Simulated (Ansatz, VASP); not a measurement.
# One calculation of PbF2, two programs

```xyz
3
Lattice="0.0000 2.9637 2.9637 2.9637 0.0000 2.9637 2.9637 2.9637 0.0000" Properties=species:S:1:pos:R:3 pbc="T T T"
Pb    0.0000    0.0000    0.0000
F     4.4455    4.4455    4.4455
F     1.4818    1.4818    1.4818
```

Alike in both runs: task relaxation of cell and atoms; functional revPBE; dispersion D4; k mesh 8 × 8 × 8; occupations fermi-dirac, width 0.05 eV; no spin polarisation.

|  | VASP | Ansatz |
| --- | --- | --- |
| version | VASP 6.6.1 | Ansatz 0.2.0 |
| potentials or method | VASP PAW PBE potentials, release 64 (Pb_d, F) | Ansatz PAW |
| plane-wave cutoff (eV) | 600 | 420 |
| valence electrons in the cell | 28 | 28 |

VASP gave:

- relaxed volume (Å³/atom): 18.14
- relaxed length of the cell vector where the two differ most in proportion (Å): 4.253

Q: Which values does Ansatz return?

A: Relaxed volume (Å³/atom): 18.17; relaxed length of the cell vector where the two differ most in proportion (Å): 4.256.

VASP's potentials were made for PBE, not for revPBE.

Neither program's run includes spin-orbit coupling. Noted on Ansatz's run: the plane-wave basis is chosen anew once the cell has moved, so the energies of steps on either side of that aren't comparable.
